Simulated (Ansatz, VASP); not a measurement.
**One calculation of ZnS, two programs**

INCAR

```
PREC = Accurate ; ENCUT = 520
EDIFF = 1E-7 ; ISMEAR = -1
SIGMA = 0.03 ; LREAL = False
LASPH = True ; NELM = 60
ALGO = Normal ; ISIF = 2
LWAVE = False ; LCHARG = False
GGA = PS ; NBANDS = 26
```

KPOINTS

```
Automatic mesh
0
Gamma
  8 8 5
```

File POSCAR:

```
ZnS
1.0
    3.7347788060      0.0000000000      0.0000000000
   -1.8673894030      3.2344133234      0.0000000000
    0.0000000000      0.0000000000      6.2340000000
Zn S
2 2
Direct
    0.3333333333      0.6666666667      0.0000000000
    0.6666666667      0.3333333333      0.5000000000
    0.3333333333      0.6666666667      0.3850000000
    0.6666666667      0.3333333333      0.8850000000
```

Input for Ansatz:

```yaml
crystal:
  lattice:
    - [3.734778806, 0.0, 0.0]
    - [-1.867389403, 3.2344133234, 0.0]
    - [0.0, 0.0, 6.234]
  atoms:
    - { symbol: Zn, position: [0.3333333333, 0.6666666667, 0.0] }
    - { symbol: Zn, position: [0.6666666667, 0.3333333333, 0.5] }
    - { symbol: S, position: [0.3333333333, 0.6666666667, 0.385] }
    - { symbol: S, position: [0.6666666667, 0.3333333333, 0.885] }
kpoints:
  mp_grid: { grid: [8, 8, 5] }
  band_path:
    path:
      - [0.0, 0.0, 0.0]
      - [0.5, 0.0, 0.0]
      - [0.3333333333, 0.3333333333, 0.0]
      - [0.0, 0.0, 0.0]
      - [0.0, 0.0, 0.5]
      - [0.5, 0.0, 0.5]
      - [0.3333333333, 0.3333333333, 0.5]
      - [0.0, 0.0, 0.5]
      - [0.5, 0.0, 0.5]
    npoints: 5
scf:
  occupations: { method: fermi_dirac, width: 0.03 }
hamiltonian:
  xc: pbesol
  pseudopotentials: { kind: all_electron, lapw: { basis_error: 0.001 } }
output:
  forces: true
  stress: true
  eigenvalues: true
```

Change from the starting cell: equal xx and yy strain of -2 %.

Alike in both runs: task single point; functional PBEsol; k mesh 8 × 8 × 5; occupations fermi-dirac, width 0.03 eV; no spin polarisation.

```csv
,VASP,Ansatz
version,VASP 6.6.1,Ansatz 0.2.0
potentials or method,"VASP PAW PBE potentials, release 64 (Zn, S), cutoff 520 eV","all-electron LAPW, scalar-relativistic"
```

VASP gave:

* gap on the k mesh at the Fermi level (eV): 2.27
* pressure (GPa): 2.4
* traceless stress, the component that is largest in VASP (GPa): -3.57
* rms of the force components (eV/Å): 0.274

Which values does Ansatz return?

gap on the k mesh at the Fermi level (eV): 2.26; pressure (GPa): 2.2; traceless stress, the component that is largest in VASP (GPa): -3.54; rms of the force components (eV/Å): 0.271.

VASP's potentials were made for PBE, not for PBEsol. Atom by atom the forces differ by 0.003 eV/Å (rms over components). Ansatz ran all-electron here, and VASP with PAW potentials.
